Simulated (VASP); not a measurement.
Input of a VASP 6.6.1 run:

The input INCAR:

```
SYSTEM = Ba
PREC = Accurate
ENCUT = 500
EDIFF = 1E-7
ISMEAR = -1
SIGMA = 0.05
LREAL = .FALSE.
LASPH = .TRUE.
NELM = 120
ALGO = Normal
ISIF = 3
LWAVE = .FALSE.
LCHARG = .FALSE.
GGA = PE
IBRION = 2
NSW = 60
EDIFFG = -0.02
GGA_COMPAT = .FALSE.
NELMIN = 4
```

Contents of KPOINTS:

```
regular mesh
0
G
  12 12 12
  0 0 0
```

Contents of POSCAR:

```
Ba
1.0
   -2.5065000000      2.5065000000      2.5065000000
    2.5065000000     -2.5065000000      2.5065000000
    2.5065000000      2.5065000000     -2.5065000000
Ba
1
Direct
    0.0000000000      0.0000000000      0.0000000000
```

Potentials or basis: VASP PAW PBE potentials, release 64 (Ba_sv).

The run is started by

```sh
$ cat potpaw_PBE.64/Ba_sv/POTCAR > POTCAR
$ mpirun -np 1 vasp_std > vasp.out
```

Problem. Estimate the relaxed cell.

Solution. a = 4.349 Å, b = 4.349 Å, c = 4.349 Å, α = 109.47°, β = 109.47°, γ = 109.47°.

Problem. Predict the band gap on the k mesh.

Solution. Zero (bands 5 and 6 overlap by 1.05 eV).

Problem. What does it give for the relaxed volume?

Solution. 63.31 Å³/atom.

The path:
| step | energy change (eV) | largest force (eV/Å) | pressure (GPa) | volume (Å³) |
| --- | --- | --- | --- | --- |
| 1 | 0.0000 | 0.0000 | 0.09 | 62.99 |
| 2 | -0.0001 | 0.0000 | 0.05 | 63.31 |

Caveat: spin-orbit coupling is left out, which moves the levels of the heavy elements. Zero-point motion and thermal expansion aren't in these numbers.
